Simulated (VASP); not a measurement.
# ZrC (I4/mmm) in VASP: single point with PBE

Aim: the single point of ZrC with PBE.

Program: VASP 6.6.1. These are calculated values, not measurements. Logs are shortened: lines on timing, memory, paths and dates and some standing lists are left out, and cuts for length are marked.

### Step 1. The cell of the first run

Symmetry: I4/mmm, No. 139, tetragonal system. The conventional cell has a = 3.311 Å, b = 3.311 Å, c = 5.106 Å, α = 90.00°, β = 90.00°, γ = 90.00°. Within 3.1 Å of Zr (site symmetry 4/mmm) lie 6 C at 2.34 to 2.55 Å. Within 3.1 Å of C (site symmetry 4/mmm) lie 6 Zr at 2.34 to 2.55 Å.

### Step 2. Single point, PBE (strained)

Contents of INCAR:

```
PREC = Accurate ; ENCUT = 520
EDIFF = 1E-6 ; ISMEAR = 0
SIGMA = 0.1 ; LREAL = F
LASPH = T ; NELM = 60
ALGO = Normal ; ISIF = 2
LWAVE = F ; LCHARG = T
GGA = PE ; LELF = T
LVHAR = T ; NBANDS = 15
```

Contents of KPOINTS:

```
regular mesh
0
Gamma
  14 14 14
```

Contents of POSCAR:

```
ZrC
1.0
    0.0000000000      2.5529626167      2.3414437167
    2.3414437167      0.0000000000      2.3414437167
    2.3414437167      2.5529626167      0.0000000000
Zr C
1 1
Direct
    0.5000000000      0.5000000000      0.5000000000
    0.0000000000      0.0000000000      0.0000000000
```

Potentials or basis: VASP PAW PBE potentials, release 64 (Zr_sv, C).

On the command line:

```sh
> cat potpaw_PBE.64/Zr_sv/POTCAR potpaw_PBE.64/C/POTCAR > POTCAR
> mpirun -np 1 vasp_std > vasp.out
```

OUTCAR:

```text
PREC = Accurate
   ENCUT = 520
   EDIFF = 1E-6
   ISMEAR = 0
   LREAL = F
   LASPH = T
   NELM = 60
   ISIF = 2
   GGA = PE

 ion  position               nearest neighbor table
   1  0.500  0.500  0.500-   2 2.34   2 2.34   2 2.34   2 2.34   2 2.55   2 2.55
   2  0.000  0.000  0.000-   1 2.34   1 2.34   1 2.34   1 2.34   1 2.55   1 2.55

  LATTYP: Found a body centered tetragonal cell.
 ALAT       =     3.3113014597
 C/A-ratio  =     1.5419693119

  Lattice vectors:

 A1 = (   0.0000000000,  -2.5529626167,   2.3414437167)
 A2 = (   0.0000000000,  -2.5529626167,  -2.3414437167)
 A3 = (   2.3414437167,   2.5529626167,   0.0000000000)

Analysis of symmetry for initial positions (statically):
=====================================================================
 Subroutine PRICEL returns:
 Original cell was already a primitive cell.

 Routine SETGRP: Setting up the symmetry group for a
 body centered tetragonal supercell.

 Subroutine GETGRP returns: Found 16 space group operations
 (whereof 16 operations were pure point group operations)
 out of a pool of 16 trial point group operations.

The static configuration has the point symmetry D_4h.

Analysis of symmetry for dynamics (positions and initial velocities):
=====================================================================
 Subroutine PRICEL returns:
 Original cell was already a primitive cell.

 Routine SETGRP: Setting up the symmetry group for a
 body centered tetragonal supercell.

 Subroutine GETGRP returns: Found 16 space group operations
 (whereof 16 operations were pure point group operations)
 out of a pool of 16 trial point group operations.

The dynamic configuration has the point symmetry D_4h.

 Subroutine INISYM returns: Found 16 space group operations
 (whereof 16 operations are pure point group operations),
 and found     1 'primitive' translations

----------------------------------------------------------------------------------------

                                     Primitive cell

  volume of cell :      27.9925

  direct lattice vectors                    reciprocal lattice vectors
     0.000000000  2.552962617  2.341443717    -0.213543463  0.195850890  0.213543463
     2.341443717  0.000000000  2.341443717     0.213543463 -0.195850890  0.213543463
     2.341443717  2.552962617  0.000000000     0.213543463  0.195850890 -0.213543463

  length of vectors
     3.464098267  3.311301460  3.464098267     0.359943318  0.359943318  0.359943318

  position of ions in fractional coordinates (direct lattice)
     0.500000000  0.500000000  0.500000000
     0.000000000  0.000000000  0.000000000

  ion indices of the primitive-cell ions
   primitive index   ion index
                 1           1
                 2           2

----------------------------------------------------------------------------------------

 KPOINTS: regular mesh

Automatic generation of k-mesh.
 Grid dimensions read from file:
 generate k-points for:   14   14   14

 Generating k-lattice:

  Cartesian coordinates                     Fractional coordinates (reciprocal lattice)
    -0.015253105  0.013989349  0.015253105     0.071428571  0.000000000  0.000000000
     0.015253105 -0.013989349  0.015253105     0.000000000  0.071428571  0.000000000
     0.015253105  0.013989349 -0.015253105     0.000000000  0.000000000  0.071428571

  Length of vectors
     0.025710237  0.025710237  0.025710237

  Shift w.r.t. Gamma in fractional coordinates (k-lattice)
     0.000000000  0.000000000  0.000000000

 Subroutine IBZKPT returns following result:
 ===========================================

 Found    244 irreducible k-points:

 Following reciprocal coordinates:
            Coordinates               Weight
  0.000000  0.000000  0.000000      1.000000
  0.071429  0.000000  0.000000      8.000000
  0.142857  0.000000  0.000000      8.000000
  0.214286  0.000000 -0.000000      8.000000
  0.285714  0.000000  0.000000      8.000000
  0.357143  0.000000  0.000000      8.000000
[... 16 lines left out ...]
  0.214286  0.142857 -0.000000     16.000000
  0.285714  0.142857 -0.000000     16.000000
 [... further k-points ...]
   k-points           NKPTS =    244   k-points in BZ     NKDIM =    244   number of bands    NBANDS=     15
   number of dos      NEDOS =    301   number of ions     NIONS =      2
   total plane-waves  NPLWV =  21952
   dimension x,y,z NGX =    28 NGY =   28 NGZ =   28
   dimension x,y,z NGXF=    56 NGYF=   56 NGZF=   56
   ions per type =               1   1
   NGX,Y,Z   is equivalent  to a cutoff of  13.44, 14.06, 13.44 a.u.
   NGXF,Y,Z  is equivalent  to a cutoff of  26.88, 28.12, 26.88 a.u.
 SYSTEM =  unknown system
   PREC   = accura    normal or accurate (medium, high low for compatibility)
   ISTART =      0    job   : 0-new  1-cont  2-samecut
   ICHARG =      2    charge: 1-file 2-atom 10-const
   ISPIN  =      1    spin polarized calculation?
   LNONCOLLINEAR =      F non collinear calculations
   LSORBIT =      F    spin-orbit coupling
   LASPH  =      T    aspherical Exc in radial PAW
   ENCUT  =  520.0 eV  38.22 Ry    6.18 a.u.   6.44  6.16  6.44*2*pi/ulx,y,z
   NELM   =     60;   NELMIN=  2; NELMDL= -5     # of ELM steps
   EDIFF  = 0.1E-05   stopping-criterion for ELM
   LREAL  =      F    real-space projection
   EDIFFG = 0.1E-04   stopping-criterion for IOM
   NSW    =      0    number of steps for IOM
   IBRION =     -1    ionic relax: 0-MD 1-quasi-New 2-CG
   NFREE  =      0    steps in history (QN), initial steepest desc. (CG)
   ISIF   =      2    stress and relaxation
   ISYM   =      2    0-nonsym 1-usesym 2-fastsym
   POTIM  = 0.5000    time-step for ionic-motion
   TEBEG  =    0.0;   TEEND  =   0.0 temperature during run
   PSTRESS=    0.0 pullay stress
   NELECT =      16.0000    total number of electrons
   NUPDOWN=      -1.0000    fix difference up-down
   EMIN   =  10.00;   EMAX   =-10.00  energy-range for DOS
   EFERMI =   0.00;   METHOD = LEGACY
   ISMEAR =     0;   SIGMA  =   0.10  broadening in eV -4-tet -1-fermi 0-gaus
   EFERMI_NEDOS =   21; number of points for ismear=-14 and -15
   IALGO  =     38    algorithm
   IMIX   =      4    mixing-type and parameters
     AMIX     =   0.40;   BMIX     =  1.00
     AMIX_MAG =   1.60;   BMIX_MAG =  1.00
  volume/ion in A,a.u.               =      14.00        94.45
  Fermi-wavevector in a.u.,A,eV,Ry     =   1.358629  2.567436 25.114621  1.845873
  Thomas-Fermi vector in A             =   2.485446
   LORBIT       =      0    0 simple, 1 ext, 2 COOP (PROOUT), +10 PAW based schemes
   GGA     = PE    functional components
   LHFCALC =     F    Hartree Fock is set to
   AEXX    =    0.0000 exact exchange contribution
   IVDW    =     0    specifies the selected vdW correction
   LEPSILON=     F    determine dielectric tensor
   LRPA    =     F    only Hartree local field effects (RPA)
 non-spin polarized calculation
 Gauss-broadening in eV      SIGMA  =   0.10
  energy-cutoff  :      520.00
  volume of cell :       27.99
 maximum number of plane-waves:       773
 NGX is ok and might be reduce to    28
   NGX = 13   NGY = 13   NGZ = 13

 number of electron      16.0000000 magnetization

 Free energy of the ion-electron system (eV)
  ---------------------------------------------------
  ext. energy  EPLUGINS =         0.00000000
  ---------------------------------------------------
  free energy    TOTEN  =       -19.28006274 eV

  energy without entropy =      -19.27851383  energy(sigma->0) =      -19.27928828

 E-fermi :   8.7923     XC(G=0): -11.7514

 val. band max:        8.7808396584   @ k =   0.5000   0.4286  -0.0000
 cond. band min:       8.8521166761   @ k =   0.1429   0.0000   0.1429
 fundamental gap:      0.0712770177
 Fermi energy:         8.7923445578

 k-point     1 :       0.0000    0.0000    0.0000
  band No.  band energies     occupation
      1     -39.5979      2.00000
      2     -17.4395      2.00000
      3     -17.3141      2.00000
      4     -17.3141      2.00000
      5      -2.2738      2.00000
      6       9.3448      0.00000
      7       9.4779      0.00000
      8       9.7960      0.00000
      9       9.7960      0.00000
     10      10.1297      0.00000
     11      10.1297      0.00000
     12      10.5910      0.00000
     13      11.8209      0.00000
     14      15.6869      0.00000
     15      19.1540      0.00000

 k-point     2 :       0.0714    0.0000    0.0000
  band No.  band energies     occupation
      1     -39.5943      2.00000
      2     -17.4523      2.00000
      3     -17.3412      2.00000
      4     -17.3150      2.00000
      5      -2.1698      2.00000
      6       8.7673      1.27655
      7       8.8689      0.27909
      8       9.2385      0.00000
      9       9.9234      0.00000
     10      10.2861      0.00000
     11      10.4784      0.00000
     12      11.2588      0.00000
     13      12.4349      0.00000
     14      15.9437      0.00000
     15      19.4376      0.00000

 k-point     3 :       0.1429    0.0000    0.0000
  band No.  band energies     occupation
      1     -39.5842      2.00000
      2     -17.5074      2.00000
      3     -17.3965      2.00000
      4     -17.3177      2.00000
      5      -1.8703      2.00000
      6       7.7409      2.00000
      7       8.0758      2.00000
      8       8.3799      2.00000
      9      10.2703      0.00000
     10      10.5721      0.00000
     11      10.8314      0.00000
     12      12.3805      0.00000
     13      13.6306      0.00000
     14      16.5784      0.00000
     15      20.1767      0.00000

 k-point     4 :       0.2143    0.0000   -0.0000
  band No.  band energies     occupation
      1     -39.5696      2.00000
      2     -17.6242      2.00000
      3     -17.4361      2.00000
      4     -17.3215      2.00000
      5      -1.4100      2.00000
      6       6.6751      2.00000
      7       7.3410      2.00000
      8       7.5904      2.00000
      9      10.8154      0.00000
     10      10.9976      0.00000
     11      11.1797      0.00000
     12      13.5688      0.00000
     13      14.9765      0.00000
     14      17.2665      0.00000
     15      20.9903      0.00000
[... 307 lines left out ...]
 k-point    22 :       0.1429    0.1429    0.0000
  band No.  band energies     occupation
      1     -39.5778      2.00000
      2     -17.4725      2.00000
      3     -17.4418      2.00000
      4     -17.3746      2.00000
      5      -1.7121      2.00000
      6       7.0738      2.00000
      7       8.4228      2.00000
      8       8.4523      2.00000
      9       9.3652      0.00000
     10      10.9867      0.00000
     11      11.5756      0.00000
     12      11.9775      0.00000
     13      13.7310      0.00000
     14      17.5487      0.00000
     15      20.6328      0.00000

 k-point    23 :       0.2143    0.1429   -0.0000
  band No.  band energies     occupation
      1     -39.5661      2.00000
      2     -17.5515      2.00000
      3     -17.4752      2.00000
      4     -17.3872      2.00000
      5      -1.3997      2.00000
      6       6.3842      2.00000
      7       7.8884      2.00000
      8       8.1401      2.00000
      9       9.3908      0.00000
     10      11.2873      0.00000
     11      12.0995      0.00000
     12      12.6410      0.00000
     13      14.4098      0.00000
     14      18.3683      0.00000
     15      21.3613      0.00000

 k-point    24 :       0.2857    0.1429   -0.0000
  band No.  band energies     occupation
      1     -39.5514      2.00000
      2     -17.6813      2.00000
      3     -17.4956      2.00000
      4     -17.3910      2.00000
      5      -0.9868      2.00000
      6       5.7501      2.00000
      7       7.1678      2.00000
      8       7.6394      2.00000
      9       9.7293      0.00000
     10      11.8717      0.00000
     11      12.5779      0.00000
     12      13.4347      0.00000
     13      15.4053      0.00000
     14      18.9179      0.00000
     15      21.8042      0.00000

 [... further k-points ...]

------------------------ aborting loop because EDIFF is reached ----------------------------------------

  FORCE on cell =-STRESS in cart. coord.  units (eV):
  Direction    XX          YY          ZZ          XY          YZ          ZX
  --------------------------------------------------------------------------------------
  -------------------------------------------------------------------------------------
  Total       -0.7099924     -4.1221304     -0.7099924      0.0000000     -0.0000000      0.0000000
  in kB      -40.6370704   -235.9339339    -40.6370704      0.0000000     -0.0000000      0.0000000
  external PRESSURE =    -105.7360249 kB  Pullay stress =       0.0000000 kB

 VOLUME and BASIS-vectors are now :
 -----------------------------------------------------------------------------
  energy-cutoff  :      520.00
  volume of cell :       27.99
      direct lattice vectors                 reciprocal lattice vectors
     0.000000000  2.552962617  2.341443717    -0.213543463  0.195850890  0.213543463
     2.341443717  0.000000000  2.341443717     0.213543463 -0.195850890  0.213543463
     2.341443717  2.552962617  0.000000000     0.213543463  0.195850890 -0.213543463

 POSITION                                       TOTAL-FORCE (eV/Angst)
 -----------------------------------------------------------------------------------
      2.34144      2.55296      2.34144         0.000000      0.000000      0.000000
      0.00000      0.00000      0.00000        -0.000000     -0.000000     -0.000000
 -----------------------------------------------------------------------------------
    total drift:                                0.000000      0.000000      0.000000

  FREE ENERGIE OF THE ION-ELECTRON SYSTEM (eV)
  ---------------------------------------------------
  free  energy   TOTEN  =       -19.2800627380 eV

  energy  without entropy=      -19.2785138313  energy(sigma->0) =      -19.27928828
```

Wall time 97 s (1 thread of AMD EPYC 7R43 (Zen 3), shared host); peak memory 0.2 GiB.

Results:

| Quantity | Value |
| --- | --- |
| Free energy | -19.2801 eV |
| Pressure | -10.6 GPa |
| Band gap on the k mesh | zero (band 8 reaches 9.80 eV, above the bottom of band 9 at 8.32 eV) |

Stress tensor (GPa, compression positive):
```
 -4.06   0.00   0.00
  0.00 -23.59   0.00
  0.00   0.00  -4.06
```

Caveat: the cell differs from its parent crystal (strained).
